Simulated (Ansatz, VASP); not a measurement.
## Te2Mo: VASP beside Ansatz

```
CELL_PARAMETERS angstrom
3.49406 0.00000 0.00000
-1.74703 3.02594 0.00000
0.00000 0.00000 13.99938
ATOMIC_POSITIONS crystal
Te 0.33333 0.66667 0.62104
Te 0.66667 0.33333 0.12104
Te 0.33333 0.66667 0.87896
Te 0.66667 0.33333 0.37896
Mo 0.33333 0.66667 0.25000
Mo 0.66667 0.33333 0.75000
```

Alike in both runs: task single point; functional PBEsol; k mesh 6 × 6 × 2; no spin polarisation.

```csv
,VASP,Ansatz
version,VASP 6.6.1,Ansatz 0.2.0
potentials or method,"VASP PAW PBE potentials, release 64 (Te, Mo_sv), cutoff 520 eV","all-electron LAPW, scalar-relativistic"
occupations,"gaussian, width 0.01 eV",fixed
```

Ansatz gave:

| Quantity | Value |
| --- | --- |
| gap on the k mesh at the Fermi level (eV) | 0.84 |
| pressure (GPa) | 0.0 |
| traceless stress, the component that is largest in VASP (GPa) | -0.01 |
| rms of the force components (eV/Å) | 0.001 |

Problem. Which values does VASP return?

Solution. gap on the k mesh at the Fermi level (eV): 0.84; pressure (GPa): 0.1; traceless stress, the component that is largest in VASP (GPa): 0.06; rms of the force components (eV/Å): 0.015.

VASP's potentials were made for PBE, not for PBEsol. Atom by atom the forces differ by 0.014 eV/Å (rms over components). Ansatz ran all-electron here, and VASP with PAW potentials.

Spin-orbit coupling is off throughout.
